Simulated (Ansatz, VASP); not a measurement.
Two plane-wave programs on SnSe

File INCAR:

```
SYSTEM = SnSe
ALGO = Normal
EDIFF = 1E-6
ENCUT = 520
GGA = PE
ISIF = 2
ISMEAR = 0
LASPH = .TRUE.
LCHARG = .FALSE.
LREAL = .FALSE.
LWAVE = .FALSE.
NBANDS = 50
NELM = 80
PREC = Accurate
SIGMA = 0.01
```

KPOINTS

```
k-points
0
G
  2 6 6
  0 0 0
```

The input POSCAR:

```
SnSe
1.0
   11.5794963537      0.0000000000      0.0000000000
    0.0000000000      4.1271461137      0.0000000000
    0.0000000000      0.0000000000      4.5666930816
Sn Se
4 4
Direct
    0.1187874285      0.2500000000      0.1129354395
    0.3812125715      0.7500000000      0.6129354395
    0.6187874285      0.2500000000      0.3870645605
    0.8812125715      0.7500000000      0.8870645605
    0.3531524635      0.2500000000      0.0119862357
    0.1468475365      0.7500000000      0.5119862357
    0.8531524635      0.2500000000      0.4880137643
    0.6468475365      0.7500000000      0.9880137643
```

Input for Ansatz:

```yaml
crystal:
  lattice:
    - [11.5794963537, 0.0, 0.0]
    - [0.0, 4.1271461137, 0.0]
    - [0.0, 0.0, 4.5666930816]
  atoms:
    - { symbol: Sn, position: [0.1187874285, 0.25, 0.1129354395] }
    - { symbol: Sn, position: [0.3812125715, 0.75, 0.6129354395] }
    - { symbol: Sn, position: [0.6187874285, 0.25, 0.3870645605] }
    - { symbol: Sn, position: [0.8812125715, 0.75, 0.8870645605] }
    - { symbol: Se, position: [0.3531524635, 0.25, 0.0119862357] }
    - { symbol: Se, position: [0.1468475365, 0.75, 0.5119862357] }
    - { symbol: Se, position: [0.8531524635, 0.25, 0.4880137643] }
    - { symbol: Se, position: [0.6468475365, 0.75, 0.9880137643] }
kpoints:
  mp_grid: { grid: [2, 6, 6] }
  band_path:
    path:
      - [0.0, 0.0, 0.0]
      - [0.5, 0.0, 0.0]
      - [0.5, 0.5, 0.0]
      - [0.0, 0.5, 0.0]
      - [0.0, 0.0, 0.5]
      - [0.5, 0.0, 0.5]
      - [0.5, 0.5, 0.5]
      - [0.0, 0.5, 0.5]
      - [0.0, 0.0, 0.3333333333]
      - [0.0, 0.3333333333, 0.0]
      - [0.0, 0.3, 0.0]
    npoints: 1
hamiltonian:
  xc: pbe
scf:
  occupations: { method: fixed }
  n_extra_bands: 6
output:
  forces: true
  stress: true
  eigenvalues: true
```

Alike in both runs: task single point; functional PBE; k mesh 2 × 6 × 6; no spin polarisation.

|  | VASP | Ansatz |
| --- | --- | --- |
| version | VASP 6.6.1 | Ansatz 0.2.0 |
| potentials or method | VASP PAW PBE potentials, release 64 (Sn_d, Se) | plane waves, PAW |
| plane-wave cutoff (eV) | 520 | 420 |
| occupations | gaussian, width 0.01 eV | fixed |
| valence electrons in the cell | 80 | 120 |

Ansatz gave:

- gap on the k mesh at the Fermi level (eV): 0.64
- pressure (GPa): 2.0
- traceless stress, the component that is largest in VASP (GPa): -0.23
- rms of the force components (eV/Å): 0.115

Q: Which values does VASP return?

A: gap on the k mesh at the Fermi level (eV): 0.63; pressure (GPa): 2.1; traceless stress, the component that is largest in VASP (GPa): -0.24; rms of the force components (eV/Å): 0.125.

Atom by atom the forces differ by 0.009 eV/Å (rms over components). VASP's potentials hold 80 valence electrons a cell and Ansatz's 120, so a difference there can come from the potentials and not from the codes.
